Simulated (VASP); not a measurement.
# SiGe2 (P-3m1) in VASP: further runs

The runs below take SiGe2 through single point, with PBE.

Program: VASP 6.6.1. These are calculated values, not measurements. Logs are shortened: lines on timing, memory, paths and dates and some standing lists are left out, and cuts for length are marked.

**1. The cell of the first run**

The structure is trigonal, space group P-3m1 (No. 164). The conventional cell has a = 3.996 Å, b = 3.996 Å, c = 9.787 Å, α = 90.00°, β = 90.00°, γ = 120.00°. Within 3.2 Å of Si (site symmetry 3m) lie 4 Ge at 2.42 to 2.44 Å. Within 3.2 Å of Ge (site symmetry 3m) lie 1 Si at 2.42 Å and 3 Ge at 2.46 Å. Ge (site symmetry 3m) has 3 Si at 2.44 Å and 1 Ge at 2.50 Å within 3.2 Å.

**2. Single point, PBE**

INCAR reads:

```
  ALGO = Normal
  EDIFF = 1E-7
  ENCUT = 520
  GGA = PE
  ISIF = 2
  ISMEAR = 0
  LASPH = T
  LCHARG = F
  LREAL = F
  LWAVE = F
  NBANDS = 41
  NELM = 100
  PREC = Accurate
  SIGMA = 0.1
```

KPOINTS reads:

```
k-points
0
Gamma
  6 6 2
```

POSCAR reads:

```
SiGe2
1.0
    3.9955313000      0.0000000000      0.0000000000
   -1.9977656000      3.4602316000      0.0000000000
    0.0000000000      0.0000000000      9.7871257000
Si Ge
2 4
Direct
    0.3333333000      0.6666667000      0.7914950000
    0.6666667000      0.3333333000      0.2085050000
    0.6666667000      0.3333333000      0.4558770000
    0.0000000000      0.0000000000      0.1276240000
    0.3333333000      0.6666667000      0.5441230000
    0.0000000000      0.0000000000      0.8723760000
```

Potentials or basis: VASP PAW PBE potentials, release 64 (Si, Ge_d).

On the command line:

```
cat potpaw_PBE.64/Si/POTCAR potpaw_PBE.64/Ge_d/POTCAR > POTCAR
mpirun -np 1 vasp_std > vasp.out
```

OUTCAR:

```text
EDIFF = 1E-7
   ENCUT = 520
   GGA = PE
   ISIF = 2
   ISMEAR = 0
   LASPH = T
   LREAL = F
   NELM = 100
   PREC = Accurate

 ion  position               nearest neighbor table
   1  0.333  0.667  0.791-   5 2.42   6 2.44   6 2.44   6 2.44
   2  0.667  0.333  0.209-   3 2.42   4 2.44   4 2.44   4 2.44
   3  0.667  0.333  0.456-   2 2.42   5 2.46   5 2.46   5 2.46
   4  0.000  0.000  0.128-   2 2.44   2 2.44   2 2.44   6 2.50
   5  0.333  0.667  0.544-   1 2.42   3 2.46   3 2.46   3 2.46
   6  0.000  0.000  0.872-   1 2.44   1 2.44   1 2.44   4 2.50

  LATTYP: Found a hexagonal cell.
 ALAT       =     3.9955313000
 C/A-ratio  =     2.4495179652

  Lattice vectors:

 A1 = (   3.9955313000,   0.0000000000,   0.0000000000)
 A2 = (  -1.9977656000,   3.4602316000,   0.0000000000)
 A3 = (   0.0000000000,   0.0000000000,   9.7871257000)

Analysis of symmetry for initial positions (statically):
=====================================================================
 Subroutine PRICEL returns:
 Original cell was already a primitive cell.

 Routine SETGRP: Setting up the symmetry group for a
 hexagonal supercell.

 Subroutine GETGRP returns: Found 12 space group operations
 (whereof 12 operations were pure point group operations)
 out of a pool of 24 trial point group operations.

The static configuration has the point symmetry D_3d.

Analysis of symmetry for dynamics (positions and initial velocities):
=====================================================================
 Subroutine PRICEL returns:
 Original cell was already a primitive cell.

 Routine SETGRP: Setting up the symmetry group for a
 hexagonal supercell.

 Subroutine GETGRP returns: Found 12 space group operations
 (whereof 12 operations were pure point group operations)
 out of a pool of 24 trial point group operations.

The dynamic configuration has the point symmetry D_3d.

 Subroutine INISYM returns: Found 12 space group operations
 (whereof 12 operations are pure point group operations),
 and found     1 'primitive' translations

----------------------------------------------------------------------------------------

                                     Primitive cell

  volume of cell :     135.3116

  direct lattice vectors                    reciprocal lattice vectors
     3.995531300  0.000000000  0.000000000     0.250279606  0.144498995  0.000000000
    -1.997765600  3.460231600  0.000000000     0.000000000  0.288997997  0.000000000
     0.000000000  0.000000000  9.787125700     0.000000000  0.000000000  0.102175044

  length of vectors
     3.995531300  3.995531269  9.787125700     0.288997994  0.288997997  0.102175044

  position of ions in fractional coordinates (direct lattice)
     0.333333300  0.666666700  0.791495000
     0.666666700  0.333333300  0.208505000
     0.666666700  0.333333300  0.455877000
     0.000000000  0.000000000  0.127624000
     0.333333300  0.666666700  0.544123000
     0.000000000  0.000000000  0.872376000

  ion indices of the primitive-cell ions
   primitive index   ion index
                 1           1
                 2           2
                 3           3
                 4           4
                 5           5
                 6           6

----------------------------------------------------------------------------------------

 KPOINTS: k-points

Automatic generation of k-mesh.
 Grid dimensions read from file:
 generate k-points for:    6    6    2

 Generating k-lattice:

  Cartesian coordinates                     Fractional coordinates (reciprocal lattice)
     0.041713268  0.024083166  0.000000000     0.166666667  0.000000000  0.000000000
     0.000000000  0.048166333  0.000000000     0.000000000  0.166666667  0.000000000
     0.000000000  0.000000000  0.051087522     0.000000000  0.000000000  0.500000000

  Length of vectors
     0.048166332  0.048166333  0.051087522

  Shift w.r.t. Gamma in fractional coordinates (k-lattice)
     0.000000000  0.000000000  0.000000000

 Subroutine IBZKPT returns following result:
 ===========================================

 Found     14 irreducible k-points:

 Following reciprocal coordinates:
            Coordinates               Weight
  0.000000  0.000000  0.000000      1.000000
  0.166667 -0.000000  0.000000      6.000000
  0.333333 -0.000000  0.000000      6.000000
  0.500000 -0.000000  0.000000      3.000000
  0.166667  0.166667  0.000000      6.000000
  0.333333  0.166667  0.000000     12.000000
  0.333333  0.333333  0.000000      2.000000
  0.000000  0.000000  0.500000      1.000000
  0.166667 -0.000000  0.500000      6.000000
  0.333333 -0.000000  0.500000      6.000000
  0.500000 -0.000000  0.500000      3.000000
  0.166667  0.166667  0.500000      6.000000
  0.333333  0.166667  0.500000     12.000000
  0.333333  0.333333  0.500000      2.000000
   k-points           NKPTS =     14   k-points in BZ     NKDIM =     14   number of bands    NBANDS=     41
   number of dos      NEDOS =    301   number of ions     NIONS =      6
   total plane-waves  NPLWV =  72000
   dimension x,y,z NGX =    30 NGY =   30 NGZ =   80
   dimension x,y,z NGXF=    60 NGYF=   60 NGZF=  160
   ions per type =               2   4
   NGX,Y,Z   is equivalent  to a cutoff of  12.48, 12.48, 13.59 a.u.
   NGXF,Y,Z  is equivalent  to a cutoff of  24.96, 24.96, 27.18 a.u.
 SYSTEM =  unknown system
   PREC   = accura    normal or accurate (medium, high low for compatibility)
   ISTART =      0    job   : 0-new  1-cont  2-samecut
   ICHARG =      2    charge: 1-file 2-atom 10-const
   ISPIN  =      1    spin polarized calculation?
   LNONCOLLINEAR =      F non collinear calculations
   LSORBIT =      F    spin-orbit coupling
   LASPH  =      T    aspherical Exc in radial PAW
   ENCUT  =  520.0 eV  38.22 Ry    6.18 a.u.   7.43  7.43 18.20*2*pi/ulx,y,z
   NELM   =    100;   NELMIN=  2; NELMDL= -5     # of ELM steps
   EDIFF  = 0.1E-06   stopping-criterion for ELM
   LREAL  =      F    real-space projection
   EDIFFG = 0.1E-05   stopping-criterion for IOM
   NSW    =      0    number of steps for IOM
   IBRION =     -1    ionic relax: 0-MD 1-quasi-New 2-CG
   NFREE  =      0    steps in history (QN), initial steepest desc. (CG)
   ISIF   =      2    stress and relaxation
   ISYM   =      2    0-nonsym 1-usesym 2-fastsym
   POTIM  = 0.5000    time-step for ionic-motion
   TEBEG  =    0.0;   TEEND  =   0.0 temperature during run
   PSTRESS=    0.0 pullay stress
   NELECT =      64.0000    total number of electrons
   NUPDOWN=      -1.0000    fix difference up-down
   EMIN   =  10.00;   EMAX   =-10.00  energy-range for DOS
   EFERMI =   0.00;   METHOD = LEGACY
   ISMEAR =     0;   SIGMA  =   0.10  broadening in eV -4-tet -1-fermi 0-gaus
   EFERMI_NEDOS =   21; number of points for ismear=-14 and -15
   IALGO  =     38    algorithm
   IMIX   =      4    mixing-type and parameters
     AMIX     =   0.40;   BMIX     =  1.00
     AMIX_MAG =   1.60;   BMIX_MAG =  1.00
  volume/ion in A,a.u.               =      22.55       152.19
  Fermi-wavevector in a.u.,A,eV,Ry     =   1.275528  2.410398 22.136280  1.626971
  Thomas-Fermi vector in A             =   2.408235
   LORBIT       =      0    0 simple, 1 ext, 2 COOP (PROOUT), +10 PAW based schemes
   GGA     = PE    functional components
   LHFCALC =     F    Hartree Fock is set to
   AEXX    =    0.0000 exact exchange contribution
   IVDW    =     0    specifies the selected vdW correction
   LEPSILON=     F    determine dielectric tensor
   LRPA    =     F    only Hartree local field effects (RPA)
 non-spin polarized calculation
 Gauss-broadening in eV      SIGMA  =   0.10
  energy-cutoff  :      520.00
  volume of cell :      135.31
 maximum number of plane-waves:      3679
 NGX is ok and might be reduce to    30
   NGX = 15   NGY = 15   NGZ = 37

 number of electron      64.0000047 magnetization

 Free energy of the ion-electron system (eV)
  ---------------------------------------------------
  ext. energy  EPLUGINS =         0.00000000
  ---------------------------------------------------
  free energy    TOTEN  =       -28.74768669 eV

  energy without entropy =      -28.74767023  energy(sigma->0) =      -28.74767846

 E-fermi :   5.1690     XC(G=0):  -9.6102

 val. band max:        4.9389469059   @ k =   0.0000   0.0000   0.0000
 cond. band min:       5.4077346115   @ k =   0.5000  -0.0000   0.5000
 fundamental gap:      0.4687877056
 Fermi energy:         5.1689790342

 k-point     1 :       0.0000    0.0000    0.0000
  band No.  band energies     occupation
      1     -19.6743      2.00000
      2     -19.6431      2.00000
      3     -19.6431      2.00000
      4     -19.5947      2.00000
      5     -19.5947      2.00000
      6     -19.5710      2.00000
[... 33 lines left out ...]
     40       8.3672      0.00000
     41       8.7730      0.00000

 k-point     2 :       0.1667   -0.0000    0.0000
  band No.  band energies     occupation
      1     -19.6734      2.00000
      2     -19.6489      2.00000
      3     -19.6432      2.00000
      4     -19.5957      2.00000
      5     -19.5949      2.00000
      6     -19.5646      2.00000
[... 33 lines left out ...]
     40       8.9727      0.00000
     41       9.1046      0.00000

 k-point     3 :       0.3333   -0.0000    0.0000
  band No.  band energies     occupation
      1     -19.6716      2.00000
      2     -19.6553      2.00000
      3     -19.6330      2.00000
      4     -19.5977      2.00000
      5     -19.5951      2.00000
      6     -19.5645      2.00000
[... 33 lines left out ...]
     40       9.8504      0.00000
     41      10.3004      0.00000

 k-point     4 :       0.5000   -0.0000    0.0000
  band No.  band energies     occupation
      1     -19.6707      2.00000
      2     -19.6570      2.00000
      3     -19.6171      2.00000
      4     -19.5990      2.00000
      5     -19.5953      2.00000
      6     -19.5782      2.00000
[... 385 lines left out ...]
     40       9.7849      0.00000
     41      10.1031      0.00000

 k-point    13 :       0.3333    0.1667    0.5000
  band No.  band energies     occupation
      1     -19.6706      2.00000
      2     -19.6671      2.00000
      3     -19.6120      2.00000
      4     -19.5980      2.00000
      5     -19.5959      2.00000
      6     -19.5757      2.00000
[... 33 lines left out ...]
     40       9.9019      0.00000
     41      10.3159      0.00000

 k-point    14 :       0.3333    0.3333    0.5000
  band No.  band energies     occupation
      1     -19.6749      2.00000
      2     -19.6701      2.00000
      3     -19.5972      2.00000
      4     -19.5972      2.00000
      5     -19.5918      2.00000
      6     -19.5918      2.00000
[... 33 lines left out ...]
     40      10.6769      0.00000
     41      10.9506      0.00000

------------------------ aborting loop because EDIFF is reached ----------------------------------------

  FORCE on cell =-STRESS in cart. coord.  units (eV):
  Direction    XX          YY          ZZ          XY          YZ          ZX
  --------------------------------------------------------------------------------------
  -------------------------------------------------------------------------------------
  Total       -0.0116919     -0.0116919     -0.3410423     -0.0000000      0.0000000      0.0000000
  in kB       -0.1384399     -0.1384399     -4.0381639     -0.0000000      0.0000000      0.0000000
  external PRESSURE =      -1.4383479 kB  Pullay stress =       0.0000000 kB

 VOLUME and BASIS-vectors are now :
 -----------------------------------------------------------------------------
  energy-cutoff  :      520.00
  volume of cell :      135.31
      direct lattice vectors                 reciprocal lattice vectors
     3.995531300  0.000000000  0.000000000     0.250279606  0.144498995  0.000000000
    -1.997765600  3.460231600  0.000000000     0.000000000  0.288997997  0.000000000
     0.000000000  0.000000000  9.787125700     0.000000000  0.000000000  0.102175044

 POSITION                                       TOTAL-FORCE (eV/Angst)
 -----------------------------------------------------------------------------------
     -0.00000      2.30682      7.74646        -0.000000     -0.000000      0.003712
      1.99777      1.15341      2.04066        -0.000000      0.000000     -0.003712
      1.99777      1.15341      4.46173         0.000000     -0.000000      0.001068
      0.00000      0.00000      1.24907        -0.000000      0.000000      0.016333
     -0.00000      2.30682      5.32540        -0.000000      0.000000     -0.001068
      0.00000      0.00000      8.53805        -0.000000      0.000000     -0.016333
 -----------------------------------------------------------------------------------
    total drift:                                0.000000      0.000000     -0.000000

  FREE ENERGIE OF THE ION-ELECTRON SYSTEM (eV)
  ---------------------------------------------------
  free  energy   TOTEN  =       -28.7476866943 eV

  energy  without entropy=      -28.7476702250  energy(sigma->0) =      -28.74767846
```

Run time: 78 s. Hardware: 1 thread of Intel Xeon 6975P-C, shared host; peak memory 0.27 GiB.

Results:

```yaml
Free_energy: -28.7477 eV
Pressure: -0.1 GPa
Largest_force: 0.016 eV/Å
Band_gap_on_the_k_mesh: 0.47 eV, indirect (least direct gap 0.53 eV)
```

Forces on the atoms (eV/Å):
```
Si   0.000  0.000  0.004
Si   0.000  0.000 -0.004
Ge   0.000  0.000  0.001
Ge   0.000  0.000  0.016
Ge   0.000  0.000 -0.001
Ge   0.000  0.000 -0.016
```

Stress tensor (GPa, compression positive):
```
-0.01  0.00  0.00
 0.00 -0.01  0.00
 0.00  0.00 -0.40
```

Levels at points of the mesh, in eV from the valence-band top:
| k point | band 30 | band 31 | band 32 | band 33 | band 34 | band 35 |
| --- | --- | --- | --- | --- | --- | --- |
| (0.00, 0.00, 0.00) | -0.06 | 0.00 | 0.00 | 0.53 | 0.68 | 0.95 |
| (0.50, 0.00, 0.00) | -2.87 | -1.98 | -1.75 | 0.74 | 0.75 | 1.67 |
| (0.00, 0.00, 0.50) | -0.65 | -0.36 | -0.36 | 0.50 | 1.27 | 1.29 |
| (0.50, 0.00, 0.50) | -2.58 | -1.33 | -1.31 | 0.47 | 0.93 | 1.20 |

A k mesh can miss the band edges. Expect the measured gap to be larger: semilocal functionals such as PBE lack the derivative discontinuity.

**3. Single point, PBE**

INCAR reads:

```
SYSTEM = SiGe2
  PREC = Accurate
  ENCUT = 520
  EDIFF = 1E-6
  ISMEAR = 0
  SIGMA = 0.02
  LREAL = .False.
  LASPH = .True.
  NELM = 100
  ALGO = Normal
  ISIF = 2
  LWAVE = .False.
  LCHARG = .False.
  GGA = PE
  NBANDS = 41
```

KPOINTS reads:

```
regular mesh
0
Gamma
  12 12 4
  0 0 0
```

POSCAR reads:

```
SiGe2
1.0
    3.9955312957     -0.0000000289      0.0000000000
   -1.9977656229      3.4602316181      0.0000000000
    0.0000000000      0.0000000000      9.7871257000
Si Ge
2 4
Direct
    0.3333333333      0.6666666667      0.7914950000
    0.6666666667      0.3333333333      0.2085050000
    0.6666666667      0.3333333333      0.4558770000
    0.0000000000      0.0000000000      0.1276240000
    0.3333333333      0.6666666667      0.5441230000
    0.0000000000      0.0000000000      0.8723760000
```

Potentials or basis: VASP PAW PBE potentials, release 64 (Si, Ge_d).

On the command line:

```
cat potpaw_PBE.64/Si/POTCAR potpaw_PBE.64/Ge_d/POTCAR > POTCAR
mpirun -np 1 vasp_std > vasp.out
```

Wall time 5.4 min (1 thread of Intel Xeon 6975P-C, shared host); peak memory 0.43 GiB.

Results (log left out):

| Item | Value |
| --- | --- |
| Free energy | -28.8022 eV |
| Pressure | -0.1 GPa |
| Largest force | 0.005 eV/Å |
| Band gap on the k mesh | 0.47 eV, indirect (least direct gap 0.53 eV) |

Forces on the atoms (eV/Å):
```
Si   0.000  0.000  0.001
Si   0.000  0.000 -0.001
Ge   0.000  0.000 -0.002
Ge   0.000  0.000  0.005
Ge   0.000  0.000  0.002
Ge   0.000  0.000 -0.005
```

Levels at points of the mesh, in eV from the valence-band top:
```
           k point  band 29  band 30  band 31  band 32  band 33  band 34  band 35  band 36
(0.00, 0.00, 0.00)    -1.04    -0.06     0.00     0.00     0.53     0.68     0.95     2.46
(0.50, 0.00, 0.00)    -2.94    -2.87    -1.98    -1.75     0.74     0.76     1.68     1.84
(0.00, 0.00, 0.50)    -0.65    -0.65    -0.36    -0.36     0.51     1.28     1.29     3.07
(0.50, 0.00, 0.50)    -2.70    -2.58    -1.33    -1.31     0.47     0.93     1.20     2.66
```

A k mesh can miss the band edges. As with any semilocal functional, this PBE gap is likely too small.
